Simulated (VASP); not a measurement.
Wanted: the native input for a VASP 6.6.1 run.

```yaml
Task: single point
Functional: PBE
Potentials_or_basis: VASP PAW PBE potentials, release 64 (Mg)
Cutoff: 520 eV
k_mesh: 12 × 12 × 7
Occupations: fermi-dirac, width 0.08 eV
Spin: no spin polarisation
Dipole_correction: no
Further_INCAR_settings: ALGO = Normal; EDIFF = 1e-06; NBANDS = 9
```

The structure of Mg lies in POSCAR:

```
Mg
1.0
    3.1129933865      0.0000000000      0.0000000000
   -1.5564966932      2.6959313546      0.0000000000
    0.0000000000      0.0000000000      5.2103300000
Mg
2
Direct
    0.3333333333      0.6666666667      0.2500000000
    0.6666666667      0.3333333333      0.7500000000
```

This cell differs from its parent crystal: x and y stretched by -3 %, z held.

One way to write it, as run:

INCAR

```
SYSTEM = Mg
ALGO = Normal ; EDIFF = 1E-6
ENCUT = 520 ; GGA = PE
ISIF = 2 ; ISMEAR = -1
LASPH = .True. ; LCHARG = .True.
LELF = .True. ; LREAL = .False.
LVHAR = .True. ; LWAVE = .False.
NBANDS = 9 ; NELM = 100
PREC = Accurate ; SIGMA = 0.08
```

KPOINTS

```
k-points
0
Gamma
  12 12 7
  0 0 0
```

Potentials or basis: VASP PAW PBE potentials, release 64 (Mg).

The run is started by

```bash
$ cat potpaw_PBE.64/Mg/POTCAR > POTCAR
$ mpirun -np 1 vasp_std > vasp.out
```

It gave:

```json
{
  "Pressure": "1.9 GPa",
  "Band gap on the k mesh": "zero (band 2 reaches 3.96 eV, above the bottom of band 3 at 1.37 eV)"
}
```

Caveat: the cell differs from its parent crystal (x and y stretched by -3 %, z held).

Wall time 14 s on 1 thread of AMD EPYC 7R13 Processor (Zen 3), with other jobs on the host, peak memory 0.14 GiB.
